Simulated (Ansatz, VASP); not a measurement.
One calculation of Si2Mo, two programs

```
CELL_PARAMETERS angstrom
-1.60000 1.60000 3.93050
1.60000 -1.60000 3.93050
1.60000 1.60000 -3.93050
ATOMIC_POSITIONS crystal
Mo 0.00000 0.00000 0.00000
Si 0.66700 0.66700 0.00000
Si 0.33300 0.33300 0.00000
```

Alike in both runs: functional PBEsol; k mesh 9 × 9 × 9; occupations fermi-dirac, width 0.05 eV; non-collinear spin, spin-orbit coupling.

```csv
,VASP,Ansatz
version,VASP 6.6.1,Ansatz 0.2.0
potentials or method,"VASP PAW PBE potentials, release 64 (Mo_sv, Si)",Ansatz PAW
plane-wave cutoff (eV),520,420
valence electrons in the cell,22,22
task,single point,band structure
```

VASP gave:

- pressure (GPa): -2.3
- traceless stress, the component that is largest in VASP (GPa): -1.03
- rms of the force components (eV/Å): 0.164
- net moment per atom (μB): 0.00

**Question.** Estimate Ansatz's values.

**Answer.** Pressure (GPa): -2.7; traceless stress, the component that is largest in VASP (GPa): -1.05; rms of the force components (eV/Å): 0.166; net moment per atom (μB): 0.00.

VASP's potentials were made for PBE, not for PBEsol. Atom by atom the forces differ by 0.002 eV/Å (rms over components). The functional is the same, so the differences come from potentials, cutoffs and numerics.
